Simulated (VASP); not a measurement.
SrCa:

```xyz
2
Lattice="2.0674 1.1936 6.7350 -2.0674 1.1936 6.7350 0.0000 -2.3872 6.7350" Properties=species:S:1:pos:R:3 pbc="T T T"
Sr    0.0000    0.0000   10.1025
Ca    0.0000    0.0000    0.0000
```

```yaml
Program: VASP 6.6.1
Task: relaxation of cell and atoms
Functional: PBEsol
Potentials_or_basis: VASP PAW PBE potentials, release 64 (Sr_sv, Ca_sv)
Cutoff: 600 eV
k_mesh: 7 × 7 × 7
Occupations: fermi-dirac, width 0.1 eV
Spin: no spin polarisation
```

At the start: pressure -1.0 GPa; volume 49.86 Å³/atom.

**Question.** Where does the relaxation end?

**Answer.** Over 3 steps the energy falls by 11.4 meV/atom and the volume is 46.26 Å³/atom (-7.2 %); space group R-3m (No. 166, to 0.1 Å) before and after.

Step by step:
```
step  energy change (eV)  largest force (eV/Å)  pressure (GPa)  volume (Å³)
   1              0.0000                0.0000           -0.97        99.72
   2             -0.0188                0.0000           -0.43        95.44
   3             -0.0227                0.0000            0.00        92.51
```

Final structure:
```yaml
crystal:
  lattice:
    - [2.01447, 1.16305, 6.58111]
    - [-2.01447, 1.16305, 6.58111]
    - [0.00000, -2.32610, 6.58111]
  atoms:
    - { symbol: Sr, position: [0.50000, 0.50000, 0.50000] }
    - { symbol: Ca, position: [0.00000, 0.00000, 0.00000] }
```

Caveat: the PAW data sets were made with another functional, which shifts forces and pressure a little.
